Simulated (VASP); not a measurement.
Runs of VASP 6.6.1 on Pd3PbC. The structure is that of space group Pm-3m (No. 221), or close to it. The cells are those of the table. 

| task | level | cell | cutoff (eV) | gap on the mesh (eV) | pressure (GPa) | relaxed volume (Å³/atom) |
| --- | --- | --- | --- | --- | --- | --- |
| single point | PBEsol | a = 4.221 Å, 5 atoms | 520 | none | 0.0 | - |
| single point | revPBE+D3(BJ) | a = 4.215 Å, 5 atoms | 520 | none | 0.0 | - |
| single point | PBE+D3(BJ) | a = 4.236 Å, 5 atoms | 520 | none | 0.0 | - |
| relaxation of cell and atoms | PBEsol | relaxed from a = 4.299 Å, 5 atoms | 600 | none | -0.1 | (a) |
| relaxation of cell and atoms | PBE+D3(BJ) | relaxed from a = 4.299 Å, 5 atoms | 600 | none | 0.0 | 15.20 |

Alike in all rows: potentials or basis VASP PAW PBE potentials, release 64 (Pd, Pb_d, C); no spin polarisation; k mesh 6 × 6 × 6; smearing methfessel-paxton 0.1 eV.

Q: Fill in the values left out.

A: (a) 15.05.

Caveats: spin-orbit coupling is left out, which moves the levels of the heavy elements; the PAW data sets were made with another functional, which shifts forces and pressure a little (at least some runs).

A k mesh can miss the band edges, and the runs leave out spin-orbit coupling on Pb, Pd.

A gap of «none» marks levels without a gap at the run's occupations.
